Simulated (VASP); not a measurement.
PtSe2: relaxation of cell and atoms with PBEsol

PtSe2:

```
Pt Se
1.0
     3.76080    0.00000    0.00000
    -1.88040    3.25695    0.00000
     0.00000    0.00000    4.85873
Pt Se
1 2
Direct
  0.00000 0.00000 0.00000
  0.33333 0.66667 0.26118
  0.66667 0.33333 0.73882
```

```json
{"Program": "VASP 6.6.1", "Task": "relaxation of cell and atoms", "Functional": "PBEsol", "Potentials or basis": "VASP PAW PBE potentials, release 64 (Pt, Se)", "Cutoff": "600 eV", "k mesh": "12 × 12 × 8", "Occupations": "fermi-dirac, width 0.15 eV", "Spin": "no spin polarisation", "Target pressure": "40 GPa", "Dipole correction": "no", "Further INCAR settings": "ALGO = Normal; EDIFF = 1e-06; IBRION = 2; EDIFFG = -0.001; NSW = 80; ISIF = 3"}
```

```
Relaxed volume                                             : 15.26 Å³/atom
Relaxed cell                                               : a = 3.597 Å, b = 3.597 Å, c = 4.086 Å, α = 90.00°, β = 90.00°, γ = 120.00°
Space group after relaxing (to 0.1 Å)                      : P-3m1 (No. 164)
Energy change on relaxing (the run minimises the enthalpy) : +409.3 meV/atom
Ionic steps                                                : 19
Pressure after relaxing                                    : 40.0 GPa
Band gap on the k mesh                                     : zero (bands 11 and 12 overlap by 0.77 eV)
```

The path:
```
step  energy change (eV)  largest force (eV/Å)  pressure (GPa)  volume (Å³)
   1              0.0000                0.0144            0.11        59.51
   2             35.2366               32.4197          717.50        26.30
   3              0.5898                2.0271           27.17        51.55
   4              0.7965                2.4188           32.92        50.44
   5              1.0830                2.9083           40.29        49.18
   6              1.1901                1.1542           42.54        46.32
   7              1.4885                0.1101           46.51        44.86
   8              1.4052                0.1981           45.44        45.18
   9              0.7381                0.7633           24.73        48.28
  10              1.1887                0.0918           39.31        45.98
  11              1.1932                0.0858           39.46        45.96
  12              1.2040                0.0637           39.68        45.89
  13              1.2271                0.0305           40.02        45.78
  14              1.2358                0.0201           40.14        45.75
  15              1.2120                0.0136           39.55        45.84
  16              1.2275                0.0181           39.94        45.78
  17              1.2285                0.0133           40.04        45.78
  18              1.2281                0.0006           40.01        45.78
  19              1.2280                0.0003           40.00        45.78
```

Final structure:
```yaml
crystal:
  lattice:
    - [3.59692, 0.00000, 0.00000]
    - [-1.79846, 3.11503, 0.00000]
    - [0.00000, 0.00000, 4.08558]
  atoms:
    - { symbol: Pt, position: [0.00000, 0.00000, 0.00000] }
    - { symbol: Se, position: [0.33333, 0.66667, 0.29693] }
    - { symbol: Se, position: [0.66667, 0.33333, 0.70307] }
```

Levels at points of the mesh, in eV from the Fermi level:
| k point | band 8 | band 9 | band 10 | band 11 | band 12 | band 13 | band 14 | band 15 |
| --- | --- | --- | --- | --- | --- | --- | --- | --- |
| (0.00, 0.00, 0.00) | -2.72 | -1.16 | -1.16 | 0.22 | 0.22 | 0.62 | 3.17 | 5.70 |
| (0.50, 0.00, 0.00) | -3.89 | -3.80 | -3.49 | -3.15 | 0.73 | 4.16 | 6.07 | 7.12 |
| (0.00, 0.00, 0.50) | -3.08 | -3.02 | -3.02 | -1.81 | 3.44 | 3.44 | 5.57 | 6.32 |
| (0.50, 0.00, 0.50) | -3.82 | -3.44 | -2.57 | -1.28 | -0.13 | 2.40 | 5.57 | 7.42 |

Run time: 10 min on 1 thread of Intel(R) Xeon(R) 6975P-C (Granite Rapids), with other jobs on the host, peak memory 0.31 GiB.

Caveat: the cell is relaxed towards a set pressure, so the run minimises the enthalpy, not the energy; the volume moved by over 15 % at a fixed basis, so the end points are rough; the PAW data sets were made with another functional, which shifts forces and pressure a little; spin-orbit coupling is left out, which moves the levels of the heavy elements.
